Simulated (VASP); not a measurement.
**Mn: single point with revPBE**

The system is Mn.

```xyz
2
Lattice="0.0000 2.5051 2.5051 2.5051 0.0000 2.5051 2.5051 2.5051 0.0000" Properties=species:S:1:pos:R:3 pbc="T T T"
Mn    0.0000    0.0000    0.0000
Mn    2.5051    2.5051    2.5051
```

This isn't the form of Mn at room conditions, which is a 58-atom cubic cell.

* Program: VASP 6.6.1
* Task: single point
* Functional: revPBE
* Potentials or basis: VASP PAW PBE potentials, release 64 (Mn_pv)
* Cutoff: 520 eV
* k mesh: 13 × 13 × 13
* Occupations: fermi-dirac, width 0.05 eV
* Spin: collinear spin, antiferromagnetic start
* Starting moments: [2.479, -2.479] μB
* Dipole correction: no
* Further INCAR settings: ALGO = Normal; EDIFF = 1e-07; NBANDS = 24

* Pressure: -5.2 GPa
* Band gap on the k mesh: zero (filled and empty bands overlap)
* Net moment: 0.00 μB per cell
* Site moments: Mn +3.03, -3.03 μB
* Valence electrons inside the program's atomic spheres: Mn 11.61

Levels at points of the mesh, in eV from the Fermi level:
Spin up:
| k point | band 9 | band 10 | band 11 | band 12 | band 13 | band 14 | band 15 | band 16 | band 17 | band 18 |
| --- | --- | --- | --- | --- | --- | --- | --- | --- | --- | --- |
| (0.00, 0.00, 0.00) | -3.23 | -3.15 | -3.15 | -3.15 | 1.42 | 1.42 | 1.42 | 1.96 | 1.96 | 10.28 |
Spin down:
| k point | band 9 | band 10 | band 11 | band 12 | band 13 | band 14 | band 15 | band 16 | band 17 | band 18 |
| --- | --- | --- | --- | --- | --- | --- | --- | --- | --- | --- |
| (0.00, 0.00, 0.00) | -3.23 | -3.15 | -3.15 | -3.15 | 1.42 | 1.42 | 1.42 | 1.96 | 1.96 | 10.28 |

It took 2 min on 1 thread of Intel(R) Xeon(R) Platinum 8259CL CPU @ 2.50GHz (Skylake/Cascade Lake), on a shared host, peak memory 0.23 GiB.

Caveat: the cell stands under tension; the antiferromagnetic order is the one typed at the start, and another may lie lower; the PAW data sets were made with another functional, which shifts forces and pressure a little.
